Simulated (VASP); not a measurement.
Runs of VASP 6.6.1 on Hf3C4. The structure is that of space group P6/mmm (No. 191), or close to it. The cells are those of the table. 

```tsv
task	cell	k mesh	cutoff (eV)	gap on the mesh (eV)	pressure (GPa)	largest force (eV/Å)
relaxation of cell and atoms	relaxed from a = 3.837, b = 3.837, c = 7.029 Å, angles 90.0, 90.0, 120.0°, 7 atoms	6 × 6 × 4	600	none	0.1	0.02
single point	a = 5.309, b = 5.309, c = 5.247 Å, angles 90.0, 90.0, 120.0°, 7 atoms	12 × 12 × 8	520	none	0.0	0.02
single point	a = 3.837, b = 3.837, c = 7.029 Å, angles 90.0, 90.0, 120.0°, 7 atoms	6 × 6 × 4	520	none	(a)	0.38
single point	a = 5.302, b = 5.302, c = 5.254 Å, angles 90.0, 90.0, 120.0°, 7 atoms	6 × 6 × 4	520	none	0.1	0.05
```

Alike in all rows: level PBE; potentials or basis VASP PAW PBE potentials, release 64 (Hf_pv, C); no spin polarisation; smearing gaussian 0.1 eV.

Fill in the values left out.

(a) 79.1.

Caveats: spin-orbit coupling is left out, which moves the levels of the heavy elements.

A k mesh can miss the band edges, and the runs leave out spin-orbit coupling on Hf.

A gap of «none» marks levels without a gap at the run's occupations.
